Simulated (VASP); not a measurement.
Set up this calculation in VASP 6.6.1, as the native input.

```
Task                   : single point
Functional             : PBEsol
Potentials or basis    : VASP PAW PBE potentials, release 64 (Ta_pv, N)
Cutoff                 : 520 eV
k mesh                 : 15 × 15 × 15
Occupations            : fermi-dirac, width 0.08 eV
Spin                   : no spin polarisation
Dipole correction      : no
Further INCAR settings : ALGO = Normal; EDIFF = 1e-06; NBANDS = 15
```

The structure of TaN (rocksalt type) lies in POSCAR:

```
TaN
1.0
    0.0000000000      2.0965289940      2.0965289940
    2.0965289940      0.0000000000      2.0965289940
    2.0965289940      2.0965289940      0.0000000000
Ta N
1 1
Direct
    0.0000000000      0.0000000000      0.0000000000
    0.5000000000      0.5000000000      0.5000000000
```

The input as run:

INCAR

```
SYSTEM = TaN
  PREC = Accurate
  ENCUT = 520
  EDIFF = 1E-6
  ISMEAR = -1
  SIGMA = 0.08
  LREAL = .FALSE.
  LASPH = .TRUE.
  NELM = 60
  ALGO = Normal
  ISIF = 2
  LWAVE = .FALSE.
  LCHARG = .FALSE.
  GGA = PS
  NBANDS = 15
```

KPOINTS

```
Automatic mesh
0
G
  15 15 15
  0 0 0
```

Potentials or basis: VASP PAW PBE potentials, release 64 (Ta_pv, N).

Command:

```bash
$ cat potpaw_PBE.64/Ta_pv/POTCAR potpaw_PBE.64/N/POTCAR > POTCAR
$ mpirun -np 1 vasp_std > vasp.out
```

Results of the run:

```yaml
Pressure: 62.4 GPa
Band_gap_on_the_k_mesh: zero (bands 8 and 9 overlap by 4.82 eV)
```

Caveat: the cell stands under pressure; the PAW data sets were made with another functional, which shifts forces and pressure a little; spin-orbit coupling is left out, which moves the levels of the heavy elements.

Wall time 10 s on 1 thread of Intel(R) Xeon(R) 6975P-C (Granite Rapids) (shared host), peak memory 0.16 GiB.
